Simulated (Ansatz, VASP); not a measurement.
**Two plane-wave programs on Mg2Sn**

File POSCAR:

```
Mg2Sn
1.0
    0.0000000000      3.3695000000      3.3695000000
    3.3695000000      0.0000000000      3.3695000000
    3.3695000000      3.3695000000      0.0000000000
Mg Sn
2 1
Direct
    0.2500000000      0.2500000000      0.2500000000
    0.7500000000      0.7500000000      0.7500000000
    0.0000000000      0.0000000000      0.0000000000
```

Contents of INCAR.step1:

```
SYSTEM = Mg2Sn
PREC = Accurate ; ENCUT = 660
ISMEAR = 0 ; SIGMA = 0.01
LREAL = .False. ; LASPH = .True.
NELM = 120 ; GGA = PE
ALGO = Normal ; EDIFF = 1E-5
LWAVE = .True. ; LCHARG = .False.
GGA_COMPAT = .False. ; IBRION = 2
ISIF = 3 ; EDIFFG = -0.005
NELMIN = 4 ; NSW = 100
```

File INCAR.step2:

```
SYSTEM = Mg2Sn
PREC = Accurate ; ENCUT = 660
EDIFF = 1E-7 ; ISMEAR = 0
SIGMA = 0.01 ; LREAL = .False.
LASPH = .True. ; NELM = 120
ALGO = Normal ; ISIF = 3
LWAVE = .False. ; LCHARG = .False.
METAGGA = R2SCAN ; LMIXTAU = .True.
IBRION = 2 ; NSW = 100
EDIFFG = -0.005 ; ISTART = 1
GGA_COMPAT = .False. ; NELMIN = 4
```

File KPOINTS:

```
regular mesh
0
Gamma
  10 10 10
  0 0 0
```

Input for Ansatz:

```yaml
crystal:
  lattice:
    - [0.0, 3.3695, 3.3695]
    - [3.3695, 0.0, 3.3695]
    - [3.3695, 3.3695, 0.0]
  atoms:
    - { symbol: Mg, position: [0.25, 0.25, 0.25] }
    - { symbol: Mg, position: [0.75, 0.75, 0.75] }
    - { symbol: Sn, position: [0.0, 0.0, 0.0] }
basis:
  ecutwfc: 500
kpoints:
  mp_grid: { grid: [10, 10, 10] }
hamiltonian:
  xc: r2scan
scf:
  occupations: { method: gaussian, width: 0.01 }
output:
  forces: true
  stress: true
  eigenvalues: true
relax:
  adjacent_minimum: "off"
  f_tol: 0.005
  max_steps: 80
  cell: { stress_tol: 0.05 }
```

Alike in both runs: task relaxation of cell and atoms; functional r2SCAN; k mesh 10 × 10 × 10; occupations gaussian, width 0.01 eV; no spin polarisation.

|  | VASP | Ansatz |
| --- | --- | --- |
| version | VASP 6.6.1 | Ansatz 0.2.0 |
| potentials or method | VASP PAW PBE potentials, release 64 (Mg, Sn_d), cutoff 660 eV | scalar-relativistic, plane waves, PAW |
| valence electrons in the cell | 18 | 34 |

```csv
,VASP,Ansatz,Ansatz less VASP
"gap on the k mesh at the Fermi level, each at its own relaxed structure (eV)",0.18,0.20,+0.015
relaxed volume (Å³/atom),25.66,25.76,+0.102
relaxed length of the cell vector where the two differ most in proportion (Å),4.775,4.781,+0.0063
```

VASP's potentials were made for PBE, not for r2SCAN. VASP's potentials hold 18 valence electrons a cell and Ansatz's 34, so a difference there can come from the potentials and not from the codes.
